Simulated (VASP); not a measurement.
# TiAl (P-6m2) in VASP: further runs

The runs below take TiAl through single point, with PBEsol.

Program: VASP 6.6.1. These are calculated values, not measurements. Logs are shortened: lines on timing, memory, paths and dates and some standing lists are left out, and cuts for length are marked.

### Step 1. The cell of the first run

It takes space group P-6m2 (No. 187, hexagonal). The conventional cell has a = 2.905 Å, b = 2.905 Å, c = 4.740 Å, α = 90.00°, β = 90.00°, γ = 120.00°. Ti (site symmetry -6m2) has 6 Al at 2.90 Å and 6 Ti at 2.90 Å within 3.8 Å. Within 3.8 Å of Al (site symmetry -6m2) lie 6 Ti at 2.90 Å and 6 Al at 2.90 Å.

### Step 2. Single point, PBEsol

Input file INCAR:

```
  PREC = Accurate
  ENCUT = 520
  EDIFF = 1E-7
  ISMEAR = -1
  SIGMA = 0.1
  LREAL = F
  LASPH = T
  NELM = 100
  ALGO = Normal
  ISIF = 2
  LWAVE = F
  LCHARG = T
  GGA = PS
  LELF = T
  LVHAR = T
  NBANDS = 14
```

Input file KPOINTS:

```
Automatic mesh
0
Gamma
  9 9 5
```

Input file POSCAR:

```
TiAl
1.0
    2.9049934585      0.0000000000      0.0000000000
   -1.4524967293      2.5157984051      0.0000000000
    0.0000000000      0.0000000000      4.7396437833
Ti Al
1 1
Direct
    0.0000000000      0.0000000000      0.0000000000
    0.3333333333      0.6666666667      0.5000000000
```

Potentials or basis: VASP PAW PBE potentials, release 64 (Ti_sv, Al).

Started as:

```console
> cat potpaw_PBE.64/Ti_sv/POTCAR potpaw_PBE.64/Al/POTCAR > POTCAR
> mpirun -np 1 vasp_std > vasp.out
```

OUTCAR:

```text
PREC = Accurate
   ENCUT = 520
   EDIFF = 1E-7
   ISMEAR = -1
   LREAL = F
   LASPH = T
   NELM = 100
   ISIF = 2
   GGA = PS

 ion  position               nearest neighbor table
   1  0.000  0.000  0.000-   2 2.90   2 2.90   2 2.90   2 2.90   2 2.90   2 2.90
   2  0.333  0.667  0.500-   1 2.90   1 2.90   1 2.90   1 2.90   1 2.90   1 2.90

  LATTYP: Found a hexagonal cell.
 ALAT       =     2.9049934585
 C/A-ratio  =     1.6315505873

  Lattice vectors:

 A1 = (   2.9049934585,   0.0000000000,   0.0000000000)
 A2 = (  -1.4524967293,   2.5157984051,   0.0000000000)
 A3 = (   0.0000000000,   0.0000000000,   4.7396437833)

Analysis of symmetry for initial positions (statically):
=====================================================================
 Subroutine PRICEL returns:
 Original cell was already a primitive cell.

 Routine SETGRP: Setting up the symmetry group for a
 hexagonal supercell.

 Subroutine GETGRP returns: Found 12 space group operations
 (whereof 12 operations were pure point group operations)
 out of a pool of 24 trial point group operations.

The static configuration has the point symmetry D_3h.

Analysis of symmetry for dynamics (positions and initial velocities):
=====================================================================
 Subroutine PRICEL returns:
 Original cell was already a primitive cell.

 Routine SETGRP: Setting up the symmetry group for a
 hexagonal supercell.

 Subroutine GETGRP returns: Found 12 space group operations
 (whereof 12 operations were pure point group operations)
 out of a pool of 24 trial point group operations.

The dynamic configuration has the point symmetry D_3h.

 Subroutine INISYM returns: Found 12 space group operations
 (whereof 12 operations are pure point group operations),
 and found     1 'primitive' translations

----------------------------------------------------------------------------------------

                                     Primitive cell

  volume of cell :      34.6391

  direct lattice vectors                    reciprocal lattice vectors
     2.904993458  0.000000000  0.000000000     0.344234854  0.198744064  0.000000000
    -1.452496729  2.515798405  0.000000000     0.000000000  0.397488129  0.000000000
     0.000000000  0.000000000  4.739643783     0.000000000  0.000000000  0.210986320

  length of vectors
     2.904993458  2.904993694  4.739643783     0.397488161  0.397488129  0.210986320

  position of ions in fractional coordinates (direct lattice)
     0.000000000  0.000000000  0.000000000
     0.333333333  0.666666667  0.500000000

  ion indices of the primitive-cell ions
   primitive index   ion index
                 1           1
                 2           2

----------------------------------------------------------------------------------------

 KPOINTS: Automatic mesh

Automatic generation of k-mesh.
 Grid dimensions read from file:
 generate k-points for:    9    9    5

 Generating k-lattice:

  Cartesian coordinates                     Fractional coordinates (reciprocal lattice)
     0.038248317  0.022082674  0.000000000     0.111111111  0.000000000  0.000000000
     0.000000000  0.044165348  0.000000000     0.000000000  0.111111111  0.000000000
     0.000000000  0.000000000  0.042197264     0.000000000  0.000000000  0.200000000

  Length of vectors
     0.044165351  0.044165348  0.042197264

  Shift w.r.t. Gamma in fractional coordinates (k-lattice)
     0.000000000  0.000000000  0.000000000

 Subroutine IBZKPT returns following result:
 ===========================================

 Found     36 irreducible k-points:

 Following reciprocal coordinates:
            Coordinates               Weight
  0.000000  0.000000  0.000000      1.000000
  0.111111 -0.000000  0.000000      6.000000
  0.222222  0.000000  0.000000      6.000000
  0.333333 -0.000000  0.000000      6.000000
  0.444444  0.000000  0.000000      6.000000
  0.111111  0.111111  0.000000      6.000000
[... 16 lines left out ...]
  0.333333  0.222222  0.200000     24.000000
  0.333333  0.333333  0.200000      4.000000
 [... further k-points ...]
   k-points           NKPTS =     36   k-points in BZ     NKDIM =     36   number of bands    NBANDS=     14
   number of dos      NEDOS =    301   number of ions     NIONS =      2
   total plane-waves  NPLWV =  20736
   dimension x,y,z NGX =    24 NGY =   24 NGZ =   36
   dimension x,y,z NGXF=    48 NGYF=   48 NGZF=   72
   ions per type =               1   1
   NGX,Y,Z   is equivalent  to a cutoff of  13.73, 13.73, 12.63 a.u.
   NGXF,Y,Z  is equivalent  to a cutoff of  27.47, 27.47, 25.25 a.u.
 SYSTEM =  unknown system
   PREC   = accura    normal or accurate (medium, high low for compatibility)
   ISTART =      0    job   : 0-new  1-cont  2-samecut
   ICHARG =      2    charge: 1-file 2-atom 10-const
   ISPIN  =      1    spin polarized calculation?
   LNONCOLLINEAR =      F non collinear calculations
   LSORBIT =      F    spin-orbit coupling
   LASPH  =      T    aspherical Exc in radial PAW
   ENCUT  =  520.0 eV  38.22 Ry    6.18 a.u.   5.40  5.40  8.81*2*pi/ulx,y,z
   NELM   =    100;   NELMIN=  2; NELMDL= -5     # of ELM steps
   EDIFF  = 0.1E-06   stopping-criterion for ELM
   LREAL  =      F    real-space projection
   EDIFFG = 0.1E-05   stopping-criterion for IOM
   NSW    =      0    number of steps for IOM
   IBRION =     -1    ionic relax: 0-MD 1-quasi-New 2-CG
   NFREE  =      0    steps in history (QN), initial steepest desc. (CG)
   ISIF   =      2    stress and relaxation
   ISYM   =      2    0-nonsym 1-usesym 2-fastsym
   POTIM  = 0.5000    time-step for ionic-motion
   TEBEG  =    0.0;   TEEND  =   0.0 temperature during run
   PSTRESS=    0.0 pullay stress
   NELECT =      15.0000    total number of electrons
   NUPDOWN=      -1.0000    fix difference up-down
   EMIN   =  10.00;   EMAX   =-10.00  energy-range for DOS
   EFERMI =   0.00;   METHOD = LEGACY
   ISMEAR =    -1;   SIGMA  =   0.10  broadening in eV -4-tet -1-fermi 0-gaus
   EFERMI_NEDOS =   21; number of points for ismear=-14 and -15
   IALGO  =     38    algorithm
   IMIX   =      4    mixing-type and parameters
     AMIX     =   0.40;   BMIX     =  1.00
     AMIX_MAG =   1.60;   BMIX_MAG =  1.00
  volume/ion in A,a.u.               =      17.32       116.88
  Fermi-wavevector in a.u.,A,eV,Ry     =   1.238558  2.340535 20.871690  1.534026
  Thomas-Fermi vector in A             =   2.373078
   LORBIT       =      0    0 simple, 1 ext, 2 COOP (PROOUT), +10 PAW based schemes
   GGA     = PS    functional components
   LHFCALC =     F    Hartree Fock is set to
   AEXX    =    0.0000 exact exchange contribution
   IVDW    =     0    specifies the selected vdW correction
   LEPSILON=     F    determine dielectric tensor
   LRPA    =     F    only Hartree local field effects (RPA)
 non-spin polarized calculation
  energy-cutoff  :      520.00
  volume of cell :       34.64
 maximum number of plane-waves:       960
 NGX is ok and might be reduce to    24
   NGX = 11   NGY = 11   NGZ = 17

 number of electron      14.9999995 magnetization

 Free energy of the ion-electron system (eV)
  ---------------------------------------------------
  ext. energy  EPLUGINS =         0.00000000
  ---------------------------------------------------
  free energy    TOTEN  =       -12.92691361 eV

  energy without entropy =      -12.84789161  energy(sigma->0) =      -12.88740261

 E-fermi :   7.4302     XC(G=0): -10.8660

 val. band max:        7.4265418439   @ k =   0.3333   0.3333   0.0000
 cond. band min:       7.4331275233   @ k =   0.2222   0.1111   0.0000
 fundamental gap:      0.0065856794
 Fermi energy:         7.4302110897

 k-point     1 :       0.0000    0.0000    0.0000
  band No.  band energies     occupation
      1     -48.9743      2.00000
      2     -25.3999      2.00000
      3     -24.9996      2.00000
      4     -24.9996      2.00000
      5      -1.3586      2.00000
      6       5.1357      2.00000
      7       5.5786      2.00000
      8       8.6389      0.00001
      9       8.6389      0.00001
     10      10.0297      0.00000
     11      10.0297      0.00000
     12      11.0891      0.00000
     13      19.9223      0.00000
     14      19.9223      0.00000

 k-point     2 :       0.1111   -0.0000    0.0000
  band No.  band energies     occupation
      1     -48.9647      2.00000
      2     -25.3903      2.00000
      3     -25.0612      2.00000
      4     -25.0137      2.00000
      5      -1.0609      2.00000
      6       5.4526      2.00000
      7       5.6241      2.00000
      8       8.3747      0.00016
      9       8.8741      0.00000
     10       9.9519      0.00000
     11      10.0961      0.00000
     12      11.1536      0.00000
     13      16.8202      0.00000
     14      18.2317      0.00000

 k-point     3 :       0.2222    0.0000    0.0000
  band No.  band energies     occupation
      1     -48.9404      2.00000
      2     -25.3660      2.00000
      3     -25.2152      2.00000
      4     -25.0490      2.00000
      5      -0.1852      2.00000
      6       5.7367      2.00000
      7       6.1975      1.99999
      8       7.8294      0.03626
      9       9.5210      0.00000
     10       9.7606      0.00000
     11      10.3339      0.00000
     12      11.2768      0.00000
     13      13.4890      0.00000
     14      16.7182      0.00000

 k-point     4 :       0.3333   -0.0000    0.0000
  band No.  band energies     occupation
      1     -48.9126      2.00000
      2     -25.3870      2.00000
      3     -25.3382      2.00000
      4     -25.0889      2.00000
      5       1.2202      2.00000
      6       5.8598      2.00000
      7       6.4387      1.99990
      8       7.3324      1.45333
      9       9.5518      0.00000
     10      10.3838      0.00000
     11      10.7911      0.00000
     12      10.9482      0.00000
     13      12.0133      0.00000
     14      15.6323      0.00000

 k-point     5 :       0.4444    0.0000    0.0000
  band No.  band energies     occupation
      1     -48.8943      2.00000
      2     -25.4973      2.00000
      3     -25.3200      2.00000
      4     -25.1148      2.00000
      5       3.0464      2.00000
      6       5.3080      2.00000
      7       5.9369      2.00000
      8       6.5455      1.99971
      9       9.4201      0.00000
     10      11.0713      0.00000
     11      11.1641      0.00000
[... 276 lines left out ...]
 k-point    22 :       0.2222    0.2222    0.2000
  band No.  band energies     occupation
      1     -48.9003      2.00000
      2     -25.3949      2.00000
      3     -25.3267      2.00000
      4     -25.1753      2.00000
      5       2.1759      2.00000
      6       5.8950      2.00000
      7       6.8467      1.99417
      8       7.3485      1.38736
      9       8.4278      0.00009
     10       9.8668      0.00000
     11      10.2775      0.00000
     12      11.5523      0.00000
     13      12.3187      0.00000
     14      14.6746      0.00000

 k-point    23 :       0.3333    0.2222    0.2000
  band No.  band energies     occupation
      1     -48.8863      2.00000
      2     -25.4333      2.00000
      3     -25.3126      2.00000
      4     -25.2427      2.00000
      5       3.9215      2.00000
      6       5.7280      2.00000
      7       6.5968      1.99952
      8       6.9545      1.98296
      9       7.8091      0.04424
     10       9.8207      0.00000
     11      10.2768      0.00000
     12      11.0658      0.00000
     13      12.8911      0.00000
     14      14.3653      0.00000

 k-point    24 :       0.3333    0.3333    0.2000
  band No.  band energies     occupation
      1     -48.8814      2.00000
      2     -25.3583      2.00000
      3     -25.3554      2.00000
      4     -25.3078      2.00000
      5       5.5741      2.00000
      6       5.6816      2.00000
      7       5.7508      2.00000
      8       6.8459      1.99422
      9       7.4138      1.08169
     10       9.6277      0.00000
     11      10.3542      0.00000
     12      10.3957      0.00000
     13      13.9367      0.00000
     14      14.2716      0.00000

 [... further k-points ...]
[... 5 lines left out ...]
  --------------------------------------------------------------------------------------
  -------------------------------------------------------------------------------------
  Total       -1.2583669     -1.2583672     -1.6387053      0.0000000      0.0000000     -0.0000000
  in kB      -58.2037779    -58.2037905    -75.7957293      0.0000000      0.0000000     -0.0000000
  external PRESSURE =     -64.0677659 kB  Pullay stress =       0.0000000 kB

 VOLUME and BASIS-vectors are now :
 -----------------------------------------------------------------------------
  energy-cutoff  :      520.00
  volume of cell :       34.64
      direct lattice vectors                 reciprocal lattice vectors
     2.904993458  0.000000000  0.000000000     0.344234854  0.198744064  0.000000000
    -1.452496729  2.515798405  0.000000000     0.000000000  0.397488129  0.000000000
     0.000000000  0.000000000  4.739643783     0.000000000  0.000000000  0.210986320

 POSITION                                       TOTAL-FORCE (eV/Angst)
 -----------------------------------------------------------------------------------
      0.00000      0.00000      0.00000        -0.000000      0.000000      0.000000
     -0.00000      1.67720      2.36982         0.000000      0.000000      0.000000
 -----------------------------------------------------------------------------------
    total drift:                                0.000000      0.000000      0.000000

  FREE ENERGIE OF THE ION-ELECTRON SYSTEM (eV)
  ---------------------------------------------------
  free  energy   TOTEN  =       -12.9269136050 eV

  energy  without entropy=      -12.8478916060  energy(sigma->0) =      -12.88740261
```

Run time: 10 s. Hardware: 1 thread of Intel Xeon Platinum 8488C (Sapphire Rapids), shared host; peak memory 0.16 GiB.

What came out:

```
Free energy : -12.9269 eV
Pressure    : -6.4 GPa
```

Stress tensor (GPa, compression positive):
```
-5.82  0.00  0.00
 0.00 -5.82  0.00
 0.00  0.00 -7.58
```

Caveat: the PAW data sets were made with another functional, which shifts forces and pressure a little.

### Step 3. Single point, PBEsol

This run uses another cell than the first one, of 17.65 Å³/atom, 1.019 times its volume.

Input file INCAR:

```
SYSTEM = TiAl
PREC     = Accurate       ! precision mode
ENCUT    = 520            ! plane-wave cutoff, eV
EDIFF    = 1E-6           ! SCF threshold, eV
ISMEAR   = -1             ! smearing method
SIGMA    = 0.1            ! smearing width, eV
LREAL    = .FALSE.        ! projectors in reciprocal space
LASPH    = .TRUE.         ! aspherical terms in the spheres
NELM     = 60             ! most SCF steps
ALGO     = Normal         ! electronic algorithm
ISIF     = 2              ! what is computed and relaxed
LWAVE    = .FALSE.        ! write WAVECAR
LCHARG   = .FALSE.        ! write CHGCAR
GGA      = PS             ! functional
NBANDS   = 14             ! bands
```

Input file KPOINTS:

```
regular mesh
0
G
  9 9 5
  0 0 0
```

Input file POSCAR:

```
TiAl
1.0
    2.9234971004      0.0000000000      0.0000000000
   -1.4617485502      2.5318230308      0.0000000000
    0.0000000000      0.0000000000      4.7698334112
Ti Al
1 1
Direct
    0.0000000000      0.0000000000      0.0000000000
    0.3333333333      0.6666666667      0.5000000000
```

Potentials or basis: VASP PAW PBE potentials, release 64 (Ti_sv, Al).

Started as:

```console
> cat potpaw_PBE.64/Ti_sv/POTCAR potpaw_PBE.64/Al/POTCAR > POTCAR
> mpirun -np 1 vasp_std > vasp.out
```

Run time: 9.3 s. Hardware: 1 thread of Intel Xeon Platinum 8488C (Sapphire Rapids), shared host; peak memory 0.15 GiB.

The run converged. Its results:

```yaml
Free_energy: -12.8970 eV
Pressure: -8.0 GPa
```

Stress tensor (GPa, compression positive):
```
-7.32  0.00  0.00
 0.00 -7.32  0.00
 0.00  0.00 -9.28
```

Levels at points of the mesh, in eV from the Fermi level:
```tsv
k point	band 4	band 5	band 6	band 7	band 8	band 9	band 10	band 11
(0.00, 0.00, 0.00)	-32.49	-8.70	-2.27	-1.84	1.18	1.18	2.54	2.54
```

Caveat: the PAW data sets were made with another functional, which shifts forces and pressure a little.
